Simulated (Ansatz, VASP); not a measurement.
## NaHgF3 in VASP and in Ansatz

```
Na Hg F
1.0
     4.60616    0.00000    0.00000
     0.00000    4.60616    0.00000
     0.00000    0.00000    4.60616
Na Hg F
1 1 3
Direct
  0.00000 0.00000 0.00000
  0.50000 0.50000 0.50000
  0.50000 0.50000 0.00000
  0.50000 0.00000 0.50000
  0.00000 0.50000 0.50000
```

Alike in both runs: task single point; functional PBE; k mesh 6 × 6 × 6; no spin polarisation.

```csv
,VASP,Ansatz
version,VASP 6.6.1,Ansatz 0.2.0
potentials or method,"VASP PAW PBE potentials, release 64 (Na_pv, Hg, F)","plane waves, PAW"
plane-wave cutoff (eV),520,420
occupations,"gaussian, width 0.01 eV",fixed
valence electrons in the cell,40,50
```

```csv
,VASP,Ansatz,Ansatz less VASP
gap on the k mesh at the Fermi level (eV),0.41,0.44,+0.027
pressure (GPa),-1.2,-1.4,-0.20
```

VASP's potentials hold 40 valence electrons a cell and Ansatz's 50, so a difference there can come from the potentials and not from the codes.

Neither program's run includes spin-orbit coupling.
